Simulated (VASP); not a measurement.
Crystal: Li3Si2.

```
Li Si
1.0
     3.63410    0.00000    0.00000
    -1.81705    3.14722    0.00000
     0.00000    0.00000    5.65407
Li Si
3 2
Direct
  0.00000 0.00000 0.00000
  0.33333 0.66667 0.64500
  0.66667 0.33333 0.35500
  0.33333 0.66667 0.24500
  0.66667 0.33333 0.75500
```

| Property | Result |
| --- | --- |
| Program | VASP 6.6.1 |
| Task | relaxation of cell and atoms |
| Functional | PBE |
| Potentials or basis | VASP PAW PBE potentials, release 64 (Li_sv, Si) |
| Cutoff | 600 eV |
| k mesh | 6 × 6 × 4 |
| Occupations | gaussian, width 0.1 eV |
| Spin | no spin polarisation |

At the start: pressure 19.4 GPa; volume 12.93 Å³/atom.

Problem. How do energy, volume and symmetry change on relaxing?

Solution. Over 16 steps the energy falls by 729.4 meV/atom and the volume is 15.87 Å³/atom (+22.7 %); space group P-3m1 (No. 164, to 0.1 Å) before and after.

Step by step:
| step | energy change (eV) | largest force (eV/Å) | pressure (GPa) | volume (Å³) |
| --- | --- | --- | --- | --- |
| 1 | 0.0000 | 2.2992 | 19.36 | 64.67 |
| 2 | -1.6327 | 1.9432 | 2.98 | 80.35 |
| 3 | -1.9994 | 1.6787 | -2.70 | 91.42 |
| 4 | -2.0199 | 1.6149 | -3.71 | 94.28 |
| 5 | -2.6029 | 1.7693 | -4.31 | 91.99 |
| 6 | -3.1488 | 1.1114 | 0.00 | 84.06 |
| 7 | -3.2742 | 0.8555 | -3.49 | 87.40 |
| 8 | -3.3421 | 0.4613 | -2.99 | 86.42 |
| 9 | -3.5348 | 0.5966 | 0.53 | 79.25 |
| 10 | -3.5423 | 0.6421 | 1.46 | 77.75 |
| 11 | -3.5947 | 0.1956 | 0.66 | 78.30 |
| 12 | -3.6378 | 0.1346 | 0.46 | 78.39 |
| 13 | -3.6381 | 0.1070 | 0.42 | 78.43 |
| 14 | -3.6440 | 0.0706 | -0.08 | 79.31 |
| 15 | -3.6451 | 0.0446 | -0.41 | 79.97 |
| 16 | -3.6471 | 0.0337 | -0.04 | 79.33 |

Final structure:
```yaml
crystal:
  lattice:
    - [4.14667, 0.00000, 0.00000]
    - [-2.07334, 3.59113, 0.00000]
    - [0.00000, 0.00000, 5.32743]
  atoms:
    - { symbol: Li, position: [0.00000, 0.00000, 0.00000] }
    - { symbol: Li, position: [0.33333, 0.66667, 0.63198] }
    - { symbol: Li, position: [0.66667, 0.33333, 0.36802] }
    - { symbol: Si, position: [0.33333, 0.66667, 0.12807] }
    - { symbol: Si, position: [0.66667, 0.33333, 0.87193] }
```

Caveat: the cutoff is under 1.25 times the usual one of these potentials, so pressure, stress and relaxed cells hold a basis-set (Pulay) error; the volume moved by over 15 % at a fixed basis, so the end points are rough.
